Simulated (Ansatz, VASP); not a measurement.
# One calculation of LaNb2N2, two programs

```
CELL_PARAMETERS angstrom
4.02107 0.00000 0.00000
-2.01054 3.48235 0.00000
0.00000 0.00000 6.67787
ATOMIC_POSITIONS crystal
La 0.00000 0.00000 0.00000
Nb 0.33333 0.66667 0.63190
Nb 0.66667 0.33333 0.36810
N 0.33333 0.66667 0.25201
N 0.66667 0.33333 0.74799
```

Change from the starting cell: species swapped into the SrCd2Sb2 type (P-3m1, No. 164).

Alike in both runs: task single point; functional PBE; k mesh 6 × 6 × 4; occupations gaussian, width 0.1 eV; no spin polarisation.

|  | VASP | Ansatz |
| --- | --- | --- |
| version | VASP 6.6.1 | Ansatz 0.2.0 |
| potentials or method | VASP PAW PBE potentials, release 64 (La, Nb_sv, N), cutoff 520 eV | scalar-relativistic, plane waves, PAW |
| valence electrons in the cell | 47 | 47 |

Ansatz gave:

```
gap on the k mesh at the Fermi level (eV)                     : none
pressure (GPa)                                                : -25.4
traceless stress, the component that is largest in VASP (GPa) : 6.83
rms of the force components (eV/Å)                            : 0.671
```

Task: Estimate VASP's values.

Result: gap on the k mesh at the Fermi level (eV): none; pressure (GPa): -25.6; traceless stress, the component that is largest in VASP (GPa): 6.84; rms of the force components (eV/Å): 0.671.

Atom by atom the forces differ by 0.001 eV/Å (rms over components). A gap of «none» marks a metal or a gap that the smearing closes.

Spin-orbit coupling is off throughout.
